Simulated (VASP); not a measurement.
# CdTe (F-43m) in VASP: single point with r2SCAN

Aim: the single point of CdTe with r2SCAN.

All numbers are computed with VASP 6.6.1; they aren't measurements. Logs are shortened: lines on timing, memory, paths and dates and some standing lists are left out, and cuts for length are marked.

### Step 1. The cell of the first run

Symmetry: F-43m, No. 216, cubic system. Conventional cell: a = 6.694 Å, b = 6.694 Å, c = 6.694 Å, α = 90.00°, β = 90.00°, γ = 90.00°. Cd (site symmetry -43m) has 4 Te at 2.90 Å within 3.8 Å. Te (site symmetry -43m) has 4 Cd at 2.90 Å within 3.8 Å.

### Step 2. Single point, r2SCAN (strain +2.0%)

The input, POSCAR:

```
CdTe
1.0
    0.0000000000      3.3471941971      3.3471941971
    3.3471941971      0.0000000000      3.3471941971
    3.3471941971      3.3471941971      0.0000000000
Cd Te
1 1
Direct
    0.0000000000      0.0000000000      0.0000000000
    0.2500000000      0.2500000000      0.2500000000
```

The input, INCAR.step1:

```
PREC = Accurate
ENCUT = 520
ISMEAR = 0
SIGMA = 0.01
LREAL = F
LASPH = T
NELM = 60
NBANDS = 16
GGA = PE
ALGO = Normal
EDIFF = 1E-4
LWAVE = T
LCHARG = F
```

The input, INCAR.step2:

```
PREC = Accurate
ENCUT = 520
EDIFF = 1E-6
ISMEAR = 0
SIGMA = 0.01
LREAL = F
LASPH = T
NELM = 60
ALGO = Normal
ISIF = 2
LWAVE = F
LCHARG = F
METAGGA = R2SCAN
LMIXTAU = T
NBANDS = 16
ISTART = 1
```

The input, KPOINTS:

```
regular mesh
0
Gamma
  6 6 6
```

Potentials or basis: VASP PAW PBE potentials, release 64 (Cd, Te).

Run with:

```bash
> cat potpaw_PBE.64/Cd/POTCAR potpaw_PBE.64/Te/POTCAR > POTCAR
> cp INCAR.step1 INCAR
> mpirun -np 1 vasp_std > vasp.out
> cp INCAR.step2 INCAR
> mpirun -np 1 vasp_std > vasp.out
```

OUTCAR:

```text
PREC = Accurate
   ENCUT = 520
   EDIFF = 1E-6
   ISMEAR = 0
   LREAL = F
   LASPH = T
   NELM = 60
   ISIF = 2
   METAGGA = R2SCAN
   ISTART = 1

 ion  position               nearest neighbor table
   1  0.000  0.000  0.000-   2 2.90   2 2.90   2 2.90   2 2.90
   2  0.250  0.250  0.250-   1 2.90   1 2.90   1 2.90   1 2.90

  LATTYP: Found a face centered cubic cell.
 ALAT       =     6.6943883942

  Lattice vectors:

 A1 = (   0.0000000000,   3.3471941971,   3.3471941971)
 A2 = (   3.3471941971,   0.0000000000,   3.3471941971)
 A3 = (   3.3471941971,   3.3471941971,   0.0000000000)

Analysis of symmetry for initial positions (statically):
=====================================================================
 Subroutine PRICEL returns:
 Original cell was already a primitive cell.

 Routine SETGRP: Setting up the symmetry group for a
 face centered cubic supercell.

 Subroutine GETGRP returns: Found 24 space group operations
 (whereof 24 operations were pure point group operations)
 out of a pool of 48 trial point group operations.

The static configuration has the point symmetry T_d .

Analysis of symmetry for dynamics (positions and initial velocities):
=====================================================================
 Subroutine PRICEL returns:
 Original cell was already a primitive cell.

 Routine SETGRP: Setting up the symmetry group for a
 face centered cubic supercell.

 Subroutine GETGRP returns: Found 24 space group operations
 (whereof 24 operations were pure point group operations)
 out of a pool of 48 trial point group operations.

The dynamic configuration has the point symmetry T_d .

 Subroutine INISYM returns: Found 24 space group operations
 (whereof 24 operations are pure point group operations),
 and found     1 'primitive' translations

----------------------------------------------------------------------------------------

                                     Primitive cell

  volume of cell :      75.0020

  direct lattice vectors                    reciprocal lattice vectors
     0.000000000  3.347194197  3.347194197    -0.149378844  0.149378844  0.149378844
     3.347194197  0.000000000  3.347194197     0.149378844 -0.149378844  0.149378844
     3.347194197  3.347194197  0.000000000     0.149378844  0.149378844 -0.149378844

  length of vectors
     4.733647429  4.733647429  4.733647429     0.258731747  0.258731747  0.258731747

  position of ions in fractional coordinates (direct lattice)
     0.000000000  0.000000000  0.000000000
     0.250000000  0.250000000  0.250000000

  ion indices of the primitive-cell ions
   primitive index   ion index
                 1           1
                 2           2

----------------------------------------------------------------------------------------

 KPOINTS: regular mesh

Automatic generation of k-mesh.
 Grid dimensions read from file:
 generate k-points for:    6    6    6

 Generating k-lattice:

  Cartesian coordinates                     Fractional coordinates (reciprocal lattice)
    -0.024896474  0.024896474  0.024896474     0.166666667  0.000000000  0.000000000
     0.024896474 -0.024896474  0.024896474     0.000000000  0.166666667  0.000000000
     0.024896474  0.024896474 -0.024896474     0.000000000  0.000000000  0.166666667

  Length of vectors
     0.043121958  0.043121958  0.043121958

  Shift w.r.t. Gamma in fractional coordinates (k-lattice)
     0.000000000  0.000000000  0.000000000

 Subroutine IBZKPT returns following result:
 ===========================================

 Found     16 irreducible k-points:

 Following reciprocal coordinates:
            Coordinates               Weight
  0.000000  0.000000  0.000000      1.000000
  0.166667  0.000000  0.000000      8.000000
  0.333333  0.000000  0.000000      8.000000
  0.500000  0.000000  0.000000      4.000000
  0.166667  0.166667  0.000000      6.000000
  0.333333  0.166667  0.000000     24.000000
[... 8 lines left out ...]
 -0.333333  0.333333  0.166667     24.000000
 -0.333333  0.500000  0.166667     12.000000
   k-points           NKPTS =     16   k-points in BZ     NKDIM =     16   number of bands    NBANDS=     16
   number of dos      NEDOS =    301   number of ions     NIONS =      2
   total plane-waves  NPLWV =  46656
   dimension x,y,z NGX =    36 NGY =   36 NGZ =   36
   dimension x,y,z NGXF=    72 NGYF=   72 NGZF=   72
   ions per type =               1   1
   NGX,Y,Z   is equivalent  to a cutoff of  12.64, 12.64, 12.64 a.u.
   NGXF,Y,Z  is equivalent  to a cutoff of  25.29, 25.29, 25.29 a.u.
 SYSTEM =  unknown system
   PREC   = accura    normal or accurate (medium, high low for compatibility)
   ISTART =      1    job   : 0-new  1-cont  2-samecut
   ICHARG =      0    charge: 1-file 2-atom 10-const
   ISPIN  =      1    spin polarized calculation?
   LNONCOLLINEAR =      F non collinear calculations
   LSORBIT =      F    spin-orbit coupling
   LASPH  =      T    aspherical Exc in radial PAW
   ENCUT  =  520.0 eV  38.22 Ry    6.18 a.u.   8.80  8.80  8.80*2*pi/ulx,y,z
   NELM   =     60;   NELMIN=  2; NELMDL=  0     # of ELM steps
   EDIFF  = 0.1E-05   stopping-criterion for ELM
   LREAL  =      F    real-space projection
   EDIFFG = 0.1E-04   stopping-criterion for IOM
   NSW    =      0    number of steps for IOM
   IBRION =     -1    ionic relax: 0-MD 1-quasi-New 2-CG
   NFREE  =      0    steps in history (QN), initial steepest desc. (CG)
   ISIF   =      2    stress and relaxation
   ISYM   =      2    0-nonsym 1-usesym 2-fastsym
   POTIM  = 0.5000    time-step for ionic-motion
   TEBEG  =    0.0;   TEEND  =   0.0 temperature during run
   PSTRESS=    0.0 pullay stress
   NELECT =      18.0000    total number of electrons
   NUPDOWN=      -1.0000    fix difference up-down
   EMIN   =  10.00;   EMAX   =-10.00  energy-range for DOS
   EFERMI =   0.00;   METHOD = LEGACY
   ISMEAR =     0;   SIGMA  =   0.01  broadening in eV -4-tet -1-fermi 0-gaus
   EFERMI_NEDOS =   21; number of points for ismear=-14 and -15
   IALGO  =     38    algorithm
   IMIX   =      4    mixing-type and parameters
     AMIX     =   0.40;   BMIX     =  1.00
     AMIX_MAG =   1.60;   BMIX_MAG =  1.00
  volume/ion in A,a.u.               =      37.50       253.07
  Fermi-wavevector in a.u.,A,eV,Ry     =   1.017360  1.922532 14.082327  1.035022
  Thomas-Fermi vector in A             =   2.150757
   LORBIT       =      0    0 simple, 1 ext, 2 COOP (PROOUT), +10 PAW based schemes
   METAGGA = R2SCAN    functional components
   LHFCALC =     F    Hartree Fock is set to
   AEXX    =    0.0000 exact exchange contribution
   IVDW    =     0    specifies the selected vdW correction
   LEPSILON=     F    determine dielectric tensor
   LRPA    =     F    only Hartree local field effects (RPA)
 non-spin polarized calculation
 Gauss-broadening in eV      SIGMA  =   0.01
  energy-cutoff  :      520.00
  volume of cell :       75.00
 maximum number of plane-waves:      2044
   NGX = 17   NGY = 17   NGZ = 17

 number of electron      17.9999998 magnetization

 Free energy of the ion-electron system (eV)
  ---------------------------------------------------
  ext. energy  EPLUGINS =         0.00000000
  ---------------------------------------------------
  free energy    TOTEN  =       -46.61206538 eV

  energy without entropy =      -46.61206538  energy(sigma->0) =      -46.61206538

 E-fermi :   1.3111     XC(G=0):  -8.6594

 val. band max:        1.2661048017   @ k =   0.0000   0.0000   0.0000
 cond. band min:       2.2251616500   @ k =   0.0000   0.0000   0.0000
 fundamental gap:      0.9590568483
 Fermi energy:         1.3110749553

 k-point     1 :       0.0000    0.0000    0.0000
  band No.  band energies     occupation
      1      -9.7307      2.00000
      2      -7.0167      2.00000
      3      -7.0167      2.00000
      4      -7.0167      2.00000
      5      -6.8031      2.00000
      6      -6.8031      2.00000
[... 8 lines left out ...]
     15      10.9227      0.00000
     16      10.9227      0.00000

 k-point     2 :       0.1667    0.0000    0.0000
  band No.  band energies     occupation
      1      -9.6492      2.00000
      2      -7.0019      2.00000
      3      -7.0019      2.00000
      4      -6.9366      2.00000
      5      -6.8037      2.00000
      6      -6.8037      2.00000
[... 8 lines left out ...]
     15      10.1173      0.00000
     16      10.1173      0.00000

 k-point     3 :       0.3333    0.0000    0.0000
  band No.  band energies     occupation
      1      -9.4880      2.00000
      2      -6.9760      2.00000
      3      -6.9760      2.00000
      4      -6.8005      2.00000
      5      -6.8005      2.00000
      6      -6.6938      2.00000
[... 8 lines left out ...]
     15      10.5062      0.00000
     16      10.5062      0.00000

 k-point     4 :       0.5000    0.0000    0.0000
  band No.  band energies     occupation
      1      -9.4098      2.00000
      2      -6.9654      2.00000
      3      -6.9654      2.00000
      4      -6.7962      2.00000
      5      -6.7962      2.00000
      6      -6.5023      2.00000
[... 8 lines left out ...]
     15      11.8975      0.00000
     16      11.8975      0.00000

 k-point     5 :       0.1667    0.1667    0.0000
  band No.  band energies     occupation
      1      -9.6224      2.00000
      2      -6.9869      2.00000
      3      -6.9869      2.00000
      4      -6.9328      2.00000
      5      -6.8081      2.00000
      6      -6.7970      2.00000
[... 8 lines left out ...]
     15      10.6927      0.00000
     16      11.1727      0.00000

 k-point     6 :       0.3333    0.1667    0.0000
  band No.  band energies     occupation
      1      -9.4890      2.00000
      2      -6.9658      2.00000
      3      -6.9581      2.00000
      4      -6.8344      2.00000
      5      -6.7924      2.00000
      6      -6.7189      2.00000
[... 8 lines left out ...]
     15      11.3526      0.00000
     16      11.3555      0.00000

 k-point     7 :       0.5000    0.1667    0.0000
  band No.  band energies     occupation
      1      -9.3859      2.00000
      2      -6.9528      2.00000
      3      -6.9454      2.00000
      4      -6.8137      2.00000
      5      -6.7936      2.00000
      6      -6.4784      2.00000
[... 8 lines left out ...]
     15      11.5751      0.00000
     16      11.9678      0.00000

 k-point     8 :      -0.3333    0.1667    0.0000
  band No.  band energies     occupation
      1      -9.4112      2.00000
      2      -6.9569      2.00000
      3      -6.9538      2.00000
      4      -6.8048      2.00000
      5      -6.8034      2.00000
      6      -6.5415      2.00000
[... 8 lines left out ...]
     15      10.7884      0.00000
     16      11.9055      0.00000

 k-point     9 :      -0.1667    0.1667    0.0000
  band No.  band energies     occupation
      1      -9.5417      2.00000
      2      -6.9853      2.00000
      3      -6.9726      2.00000
      4      -6.8256      2.00000
      5      -6.8095      2.00000
      6      -6.7773      2.00000
[... 8 lines left out ...]
     15      10.5822      0.00000
     16      11.3026      0.00000

 k-point    10 :       0.3333    0.3333    0.0000
  band No.  band energies     occupation
      1      -9.4120      2.00000
      2      -6.9232      2.00000
      3      -6.9232      2.00000
      4      -6.8625      2.00000
      5      -6.7848      2.00000
      6      -6.6160      2.00000
[... 8 lines left out ...]
     15      11.8597      0.00000
     16      13.3150      0.00000

 k-point    11 :       0.5000    0.3333    0.0000
  band No.  band energies     occupation
      1      -9.3373      2.00000
      2      -6.9173      2.00000
      3      -6.9068      2.00000
      4      -6.8495      2.00000
      5      -6.7854      2.00000
      6      -6.4198      2.00000
[... 8 lines left out ...]
     15      12.2332      0.00000
     16      12.8500      0.00000

 k-point    12 :      -0.3333    0.3333    0.0000
  band No.  band energies     occupation
      1      -9.3376      2.00000
      2      -6.9323      2.00000
      3      -6.9217      2.00000
      4      -6.8221      2.00000
      5      -6.7981      2.00000
      6      -6.3779      2.00000
[... 8 lines left out ...]
     15      10.6115      0.00000
     16      13.6835      0.00000

 k-point    13 :       0.5000    0.5000    0.0000
  band No.  band energies     occupation
      1      -9.3127      2.00000
      2      -6.8891      2.00000
      3      -6.8891      2.00000
      4      -6.8736      2.00000
      5      -6.7787      2.00000
      6      -6.3820      2.00000
[... 8 lines left out ...]
     15      12.4315      0.00000
     16      13.0558      0.00000

 k-point    14 :       0.5000    0.3333    0.1667
  band No.  band energies     occupation
      1      -9.3868      2.00000
      2      -6.9404      2.00000
      3      -6.9329      2.00000
      4      -6.8312      2.00000
      5      -6.7925      2.00000
      6      -6.5190      2.00000
[... 8 lines left out ...]
     15      11.8157      0.00000
     16      12.8704      0.00000

 k-point    15 :      -0.3333    0.3333    0.1667
  band No.  band energies     occupation
      1      -9.3376      2.00000
      2      -6.9326      2.00000
      3      -6.9220      2.00000
      4      -6.8205      2.00000
      5      -6.7991      2.00000
      6      -6.3776      2.00000
[... 8 lines left out ...]
     15      12.0366      0.00000
     16      12.6542      0.00000

 k-point    16 :      -0.3333    0.5000    0.1667
  band No.  band energies     occupation
      1      -9.3136      2.00000
      2      -6.9125      2.00000
      3      -6.9074      2.00000
      4      -6.8385      2.00000
      5      -6.7917      2.00000
      6      -6.3390      2.00000
[... 8 lines left out ...]
     15      12.4928      0.00000
     16      12.9090      0.00000

------------------------ aborting loop because EDIFF is reached ----------------------------------------

  FORCE on cell =-STRESS in cart. coord.  units (eV):
  Direction    XX          YY          ZZ          XY          YZ          ZX
  --------------------------------------------------------------------------------------
  -------------------------------------------------------------------------------------
  Total       -0.9656194     -0.9656194     -0.9656194     -0.0000000      0.0000000      0.0000000
  in kB      -20.6273697    -20.6273697    -20.6273697     -0.0000000      0.0000000      0.0000000
  external PRESSURE =     -20.6273697 kB  Pullay stress =       0.0000000 kB

 VOLUME and BASIS-vectors are now :
 -----------------------------------------------------------------------------
  energy-cutoff  :      520.00
  volume of cell :       75.00
      direct lattice vectors                 reciprocal lattice vectors
     0.000000000  3.347194197  3.347194197    -0.149378844  0.149378844  0.149378844
     3.347194197  0.000000000  3.347194197     0.149378844 -0.149378844  0.149378844
     3.347194197  3.347194197  0.000000000     0.149378844  0.149378844 -0.149378844

 POSITION                                       TOTAL-FORCE (eV/Angst)
 -----------------------------------------------------------------------------------
      0.00000      0.00000      0.00000        -0.000000     -0.000000     -0.000000
      1.67360      1.67360      1.67360         0.000000      0.000000      0.000000
 -----------------------------------------------------------------------------------
    total drift:                               -0.000002     -0.000002     -0.000002

  FREE ENERGIE OF THE ION-ELECTRON SYSTEM (eV)
  ---------------------------------------------------
  free  energy   TOTEN  =       -46.6120653848 eV

  energy  without entropy=      -46.6120653848  energy(sigma->0) =      -46.61206538
```

It took 54 s on 1 thread of AMD EPYC 9R45 (Zen 5), shared host; peak memory 0.19 GiB.

What came out:

```
Free energy            : -46.6121 eV
Pressure               : -2.1 GPa
Band gap on the k mesh : 0.96 eV, direct
```

Caveat: the cell differs from its parent crystal (strain +2.0%); the PAW data sets were made with another functional, which shifts forces and pressure a little; spin-orbit coupling is left out, which moves the levels of the heavy elements.
